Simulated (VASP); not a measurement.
# InAs (F-43m) in VASP: further runs

Runs on InAs. Level: PBEsol. Tasks: single point.

Program: VASP 6.6.1. These are calculated values, not measurements. Logs are shortened: lines on timing, memory, paths and dates and some standing lists are left out, and cuts for length are marked.

## Step 1: The cell of the first run

Symmetry: F-43m, No. 216, cubic system. The conventional cell has a = 6.058 Å, b = 6.058 Å, c = 6.058 Å, α = 90.00°, β = 90.00°, γ = 90.00°. In (site symmetry -43m) has 4 As at 2.62 Å within 3.5 Å. As (site symmetry -43m) has 4 In at 2.62 Å within 3.5 Å.

## Step 2: Single point, PBEsol, non-collinear spin, zero start, spin-orbit coupling

INCAR reads:

```
PREC = Accurate
ENCUT = 520
EDIFF = 1E-7
ISMEAR = 0
SIGMA = 0.01
LREAL = F
LASPH = T
NELM = 150
ALGO = Normal
ISIF = 2
LWAVE = F
LCHARG = F
MAGMOM = 0 0 0 0 0 0
LORBIT = 11
LSORBIT = T
GGA_COMPAT = F
LORBMOM = T
GGA = PS
NBANDS = 30
```

KPOINTS reads:

```
regular mesh
0
Gamma
  10 10 10
```

POSCAR reads:

```
InAs
1.0
    0.0000000000      3.0290000000      3.0290000000
    3.0290000000      0.0000000000      3.0290000000
    3.0290000000      3.0290000000      0.0000000000
In As
1 1
Direct
    0.0000000000      0.0000000000      0.0000000000
    0.2500000000      0.2500000000      0.2500000000
```

Potentials or basis: VASP PAW PBE potentials, release 64 (In_d, As).

Launch:

```console
$ cat potpaw_PBE.64/In_d/POTCAR potpaw_PBE.64/As/POTCAR > POTCAR
$ mpirun -np 1 vasp_ncl > vasp.out
```

OUTCAR:

```text
PREC = Accurate
   ENCUT = 520
   EDIFF = 1E-7
   ISMEAR = 0
   LREAL = F
   LASPH = T
   NELM = 150
   ISIF = 2
   LORBIT = 11
   LSORBIT = T
   GGA = PS

 ion  position               nearest neighbor table
   1  0.000  0.000  0.000-   2 2.62   2 2.62   2 2.62   2 2.62
   2  0.250  0.250  0.250-   1 2.62   1 2.62   1 2.62   1 2.62

  LATTYP: Found a face centered cubic cell.
 ALAT       =     6.0580000000

  Lattice vectors:

 A1 = (   0.0000000000,   3.0290000000,   3.0290000000)
 A2 = (   3.0290000000,   0.0000000000,   3.0290000000)
 A3 = (   3.0290000000,   3.0290000000,   0.0000000000)

Analysis of symmetry for initial positions (statically):
=====================================================================
 Subroutine PRICEL returns:
 Original cell was already a primitive cell.

 Routine SETGRP: Setting up the symmetry group for a
 face centered cubic supercell.

 Subroutine GETGRP returns: Found 24 space group operations
 (whereof 24 operations were pure point group operations)
 out of a pool of 48 trial point group operations.

The static configuration has the point symmetry T_d .

Analysis of symmetry for dynamics (positions and initial velocities):
=====================================================================
 Subroutine PRICEL returns:
 Original cell was already a primitive cell.

 Routine SETGRP: Setting up the symmetry group for a
 face centered cubic supercell.

 Subroutine GETGRP returns: Found 24 space group operations
 (whereof 24 operations were pure point group operations)
 out of a pool of 48 trial point group operations.

The dynamic configuration has the point symmetry T_d .

Analysis of structural, dynamic, and magnetic symmetry:
=====================================================================
 Subroutine PRICEL returns:
 Original cell was already a primitive cell.

 Routine SETGRP: Setting up the symmetry group for a
 face centered cubic supercell.

 Subroutine GETGRP returns: Found 24 space group operations
 (whereof 24 operations were pure point group operations)
 out of a pool of 48 trial point group operations.

The overall configuration has the point symmetry T_d .

 Subroutine INISYM returns: Found 24 space group operations
 (whereof 24 operations are pure point group operations),
 and found     1 'primitive' translations

----------------------------------------------------------------------------------------

                                     Primitive cell

  volume of cell :      55.5812

  direct lattice vectors                    reciprocal lattice vectors
     0.000000000  3.029000000  3.029000000    -0.165070981  0.165070981  0.165070981
     3.029000000  0.000000000  3.029000000     0.165070981 -0.165070981  0.165070981
     3.029000000  3.029000000  0.000000000     0.165070981  0.165070981 -0.165070981

  length of vectors
     4.283652880  4.283652880  4.283652880     0.285911325  0.285911325  0.285911325

  position of ions in fractional coordinates (direct lattice)
     0.000000000  0.000000000  0.000000000
     0.250000000  0.250000000  0.250000000

  ion indices of the primitive-cell ions
   primitive index   ion index
                 1           1
                 2           2

----------------------------------------------------------------------------------------

 KPOINTS: regular mesh

Automatic generation of k-mesh.
 Grid dimensions read from file:
 generate k-points for:   10   10   10

 Generating k-lattice:

  Cartesian coordinates                     Fractional coordinates (reciprocal lattice)
    -0.016507098  0.016507098  0.016507098     0.100000000  0.000000000  0.000000000
     0.016507098 -0.016507098  0.016507098     0.000000000  0.100000000  0.000000000
     0.016507098  0.016507098 -0.016507098     0.000000000  0.000000000  0.100000000

[... 96 lines left out ...]

 number of electron      17.9999990 magnetization       0.0000000     -0.0000000      0.0000000

 number of electron      17.9999990 magnetization       0.0000000      0.0000000      0.0000000

 Free energy of the ion-electron system (eV)
  ---------------------------------------------------
  ext. energy  EPLUGINS =         0.00000000
  ---------------------------------------------------
  free energy    TOTEN  =        -8.53673246 eV

  energy without entropy =       -8.53672118  energy(sigma->0) =       -8.53672682

 E-fermi :   4.4290     XC(G=0):  -9.2601

 val. band max:        4.4290415567   @ k =   0.0000   0.0000   0.0000
 cond. band min:       4.4290416926   @ k =   0.0000   0.0000   0.0000
 fundamental gap:      0.0000001358
 Fermi energy:         4.4290416250

 k-point     1 :       0.0000    0.0000    0.0000
  band No.  band energies     occupation
      1     -10.4599      1.00000
      2     -10.4599      1.00000
      3     -10.4599      1.00000
      4     -10.4599      1.00000
      5      -9.6710      1.00000
      6      -9.6710      1.00000
[... 781 lines left out ...]
     29      12.8730      0.00000
     30      12.9087      0.00000

 [... further k-points ...]

------------------------ aborting loop because EDIFF is reached ----------------------------------------

  FORCE on cell =-STRESS in cart. coord.  units (eV):
  Direction    XX          YY          ZZ          XY          YZ          ZX
  --------------------------------------------------------------------------------------
  -------------------------------------------------------------------------------------
  Total        0.3103423      0.3103423      0.3103423      0.0000000     -0.0000000      0.0000000
  in kB        8.9458944      8.9458944      8.9458944      0.0000000     -0.0000000      0.0000000
  external PRESSURE =       8.9458944 kB  Pullay stress =       0.0000000 kB

 VOLUME and BASIS-vectors are now :
 -----------------------------------------------------------------------------
  energy-cutoff  :      520.00
  volume of cell :       55.58
      direct lattice vectors                 reciprocal lattice vectors
     0.000000000  3.029000000  3.029000000    -0.165070981  0.165070981  0.165070981
     3.029000000  0.000000000  3.029000000     0.165070981 -0.165070981  0.165070981
     3.029000000  3.029000000  0.000000000     0.165070981  0.165070981 -0.165070981

 POSITION                                       TOTAL-FORCE (eV/Angst)
 -----------------------------------------------------------------------------------
      0.00000      0.00000      0.00000         0.000000      0.000000      0.000000
      1.51450      1.51450      1.51450        -0.000000     -0.000000     -0.000000
 -----------------------------------------------------------------------------------
    total drift:                               -0.000000     -0.000000     -0.000000

  FREE ENERGIE OF THE ION-ELECTRON SYSTEM (eV)
  ---------------------------------------------------
  free  energy   TOTEN  =        -8.5367324622 eV

  energy  without entropy=       -8.5367211784  energy(sigma->0) =       -8.53672682

 orbital moment (x)

 # of ion     p       d       tot
 ----------------------------------------
  1        -0.000  -0.000  -0.000
  2        -0.000  -0.000  -0.000
 ----------------------------------------
           -0.000  -0.000  -0.000

 orbital moment (y)

 # of ion     p       d       tot
 ----------------------------------------
  1        -0.000  -0.000  -0.000
  2         0.000  -0.000   0.000
 ----------------------------------------
            0.000  -0.000   0.000

 orbital moment (z)

 # of ion     p       d       tot
 ----------------------------------------
  1         0.000   0.000   0.000
  2        -0.000   0.000  -0.000
 ----------------------------------------
           -0.000   0.000  -0.000

 Spin-Orbit-Coupling matrix elements

 Ion:    1  E_soc:     -0.0733399
 l=   1
     0.0000000    -0.0057539    -0.0057539
    -0.0057539     0.0000000    -0.0057539
    -0.0057539    -0.0057539     0.0000000
 l=   2
     0.0000000    -0.0013053     0.0000000    -0.0013053    -0.0051642
    -0.0013053     0.0000000    -0.0038732    -0.0013053    -0.0012911
     0.0000000    -0.0038732     0.0000000    -0.0038732     0.0000000
    -0.0013053    -0.0013053    -0.0038732     0.0000000    -0.0012911
    -0.0051642    -0.0012911     0.0000000    -0.0012911     0.0000000
 l=   3
     0.0000000     0.0000000     0.0000000     0.0000000     0.0000000     0.0000000     0.0000000
     0.0000000     0.0000000     0.0000000     0.0000000     0.0000000     0.0000000     0.0000000
     0.0000000     0.0000000     0.0000000     0.0000000     0.0000000     0.0000000     0.0000000
     0.0000000     0.0000000     0.0000000     0.0000000     0.0000000     0.0000000     0.0000000
     0.0000000     0.0000000     0.0000000     0.0000000     0.0000000     0.0000000     0.0000000
     0.0000000     0.0000000     0.0000000     0.0000000     0.0000000     0.0000000     0.0000000
     0.0000000     0.0000000     0.0000000     0.0000000     0.0000000     0.0000000     0.0000000

 Ion:    2  E_soc:     -0.0264276
 l=   1
     0.0000000    -0.0044027    -0.0044027
    -0.0044027     0.0000000    -0.0044027
    -0.0044027    -0.0044027     0.0000000
 l=   2
     0.0000000    -0.0000008     0.0000000    -0.0000008    -0.0000012
    -0.0000008     0.0000000    -0.0000009    -0.0000008    -0.0000003
     0.0000000    -0.0000009     0.0000000    -0.0000009     0.0000000
    -0.0000008    -0.0000008    -0.0000009     0.0000000    -0.0000003
    -0.0000012    -0.0000003     0.0000000    -0.0000003     0.0000000
 l=   3
     0.0000000     0.0000000     0.0000000     0.0000000     0.0000000     0.0000000     0.0000000
     0.0000000     0.0000000     0.0000000     0.0000000     0.0000000     0.0000000     0.0000000
     0.0000000     0.0000000     0.0000000     0.0000000     0.0000000     0.0000000     0.0000000
     0.0000000     0.0000000     0.0000000     0.0000000     0.0000000     0.0000000     0.0000000
     0.0000000     0.0000000     0.0000000     0.0000000     0.0000000     0.0000000     0.0000000
     0.0000000     0.0000000     0.0000000     0.0000000     0.0000000     0.0000000     0.0000000
     0.0000000     0.0000000     0.0000000     0.0000000     0.0000000     0.0000000     0.0000000

 total charge

# of ion       s       p       d       tot
------------------------------------------
    1        0.849   0.734   9.888  11.471
    2        1.224   1.557   0.022   2.803
--------------------------------------------------
tot          2.073   2.291   9.911  14.274

 magnetization (x)

# of ion       s       p       d       tot
------------------------------------------
    1        0.000  -0.000  -0.000  -0.000
    2        0.000   0.000  -0.000   0.000
--------------------------------------------------
tot          0.000  -0.000  -0.000  -0.000

 magnetization (y)

# of ion       s       p       d       tot
------------------------------------------
    1        0.000   0.000  -0.000  -0.000
    2        0.000  -0.000   0.000  -0.000
--------------------------------------------------
tot          0.000  -0.000  -0.000  -0.000

 magnetization (z)

# of ion       s       p       d       tot
------------------------------------------
    1        0.000  -0.000  -0.000  -0.000
    2       -0.000   0.000  -0.000   0.000
--------------------------------------------------
tot         -0.000   0.000  -0.000   0.000
```

Run time: 4.3 min. Hardware: 1 thread of Intel Xeon 6975P-C (Granite Rapids), shared host; peak memory 0.42 GiB.

What came out:

- Free energy: -8.5367 eV
- Pressure: 0.9 GPa
- Net moment: 0.00 μB per cell
- Valence electrons inside the program's atomic spheres: In 11.47; As 2.80

Moments on the atoms (μB; x, y, z):
```
In  0.00 0.00 0.00
As  0.00 0.00 0.00
```

Caveat: the PAW data sets were made with another functional, which shifts forces and pressure a little.

## Step 3: Single point, PBEsol, non-collinear spin, zero start, spin-orbit coupling

INCAR reads:

```
SYSTEM = InAs
  ALGO = Normal
  EDIFF = 1E-6
  ENCUT = 520
  GGA = PS
  GGA_COMPAT = .False.
  ISIF = 2
  ISMEAR = 0
  LASPH = .True.
  LCHARG = .False.
  LORBIT = 11
  LORBMOM = .True.
  LREAL = .False.
  LSORBIT = .True.
  LWAVE = .False.
  MAGMOM = 0 0 0 0 0 0
  NBANDS = 30
  NELM = 150
  PREC = Accurate
  SIGMA = 0.01
```

KPOINTS reads:

```
k-points
0
Gamma
  10 10 10
  0 0 0
```

POSCAR is that of step 2.

Potentials or basis: VASP PAW PBE potentials, release 64 (In_d, As).

Launch:

```console
$ cat potpaw_PBE.64/In_d/POTCAR potpaw_PBE.64/As/POTCAR > POTCAR
$ mpirun -np 1 vasp_ncl > vasp.out
```

Run time: 4 min. Hardware: 1 thread of Intel Xeon 6975P-C (Granite Rapids), shared host; peak memory 0.42 GiB.

The run converged. Its results:

| Item | Value |
| --- | --- |
| Free energy | -8.5367 eV |
| Pressure | 0.9 GPa |
| Net moment | 0.00 μB per cell |
| Valence electrons inside the program's atomic spheres | In 11.47; As 2.80 |

Moments on the atoms (μB; x, y, z):
```
In  0.00 0.00 0.00
As  0.00 0.00 0.00
```

Caveat: the PAW data sets were made with another functional, which shifts forces and pressure a little.
